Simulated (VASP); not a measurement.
Here is a VASP 6.6.1 calculation.

Contents of INCAR:

```
PREC = Accurate
ENCUT = 520
EDIFF = 1E-6
ISMEAR = -1
SIGMA = 0.05
LREAL = Auto
LASPH = T
NELM = 120
ALGO = Normal
ISIF = 2
LWAVE = F
LCHARG = F
GGA = PS
NBANDS = 145
ISYM = -1
GGA_COMPAT = F
```

Contents of KPOINTS:

```
explicit points
1
Reciprocal
  0.25000000   0.25000000   0.25000000 1
```

Contents of POSCAR:

```
K7Mg8F23
1.0
    7.9825440000      0.0000000000      0.0000000000
    0.0000000000      7.9825440000      0.0000000000
    0.0000000000      0.0000000000      7.9825440000
K Mg F
7 8 23
Direct
    0.9921920000      0.9926190000      0.0007190000
    0.9901910000      0.9906200000      0.5005970000
    0.9954370000      0.5075750000      0.0007180000
    0.9857500000      0.5106540000      0.5007570000
    0.5071470000      0.9958350000      0.0006890000
    0.5102130000      0.9861470000      0.5006910000
    0.5065330000      0.5068860000      0.0007000000
    0.2516490000      0.2520590000      0.2351740000
    0.2515990000      0.2520270000      0.7662350000
    0.2520250000      0.7477060000      0.2556000000
    0.2519970000      0.7477240000      0.7458030000
    0.7472860000      0.2524560000      0.2556060000
    0.7472850000      0.2524370000      0.7457970000
    0.7463380000      0.7467710000      0.2523800000
    0.7463220000      0.7467600000      0.7490320000
    0.2372760000      0.2374920000      0.0006990000
    0.2480980000      0.7593590000      0.0007040000
    0.2407610000      0.7486500000      0.5006910000
    0.7588320000      0.2485520000      0.0007170000
    0.7483410000      0.2411520000      0.5006930000
    0.7501860000      0.7506000000      0.0007100000
    0.7548640000      0.7553010000      0.5007090000
    0.0084270000      0.2505400000      0.2745450000
    0.0083650000      0.2503880000      0.7269400000
    0.0001220000      0.7517040000      0.2481310000
    0.0000970000      0.7517540000      0.7532720000
    0.4946350000      0.2447880000      0.2483360000
    0.4946080000      0.2448000000      0.7530240000
    0.4985960000      0.7577270000      0.2424080000
    0.4985690000      0.7577250000      0.7590300000
    0.2500190000      0.0088560000      0.2746340000
    0.2499520000      0.0088200000      0.7267850000
    0.2444230000      0.4950640000      0.2481910000
    0.2443280000      0.4950480000      0.7531410000
    0.7513380000      0.0005460000      0.2481310000
    0.7513010000      0.0005340000      0.7532910000
    0.7572570000      0.4990290000      0.2424250000
    0.7572820000      0.4990100000      0.7590270000
```

Potentials or basis: VASP PAW PBE potentials, release 64 (K_sv, Mg, F).

Launch:

```sh
$ cat potpaw_PBE.64/K_sv/POTCAR potpaw_PBE.64/Mg/POTCAR potpaw_PBE.64/F/POTCAR > POTCAR
$ mpirun -np 1 vasp_std > vasp.out
```

Task: Estimate the largest force.

Result: 0.024 eV/Å.

Task: Estimate the pressure.

Result: -0.6 GPa.

Task: Estimate the band gap on the k mesh.

Result: 6.58 eV.

Stress tensor (GPa, compression positive):
```
-1.06 -0.16 -0.05
-0.16 -1.06 -0.05
-0.05 -0.05  0.23
```

Caveat: the PAW data sets were made with another functional, which shifts forces and pressure a little.
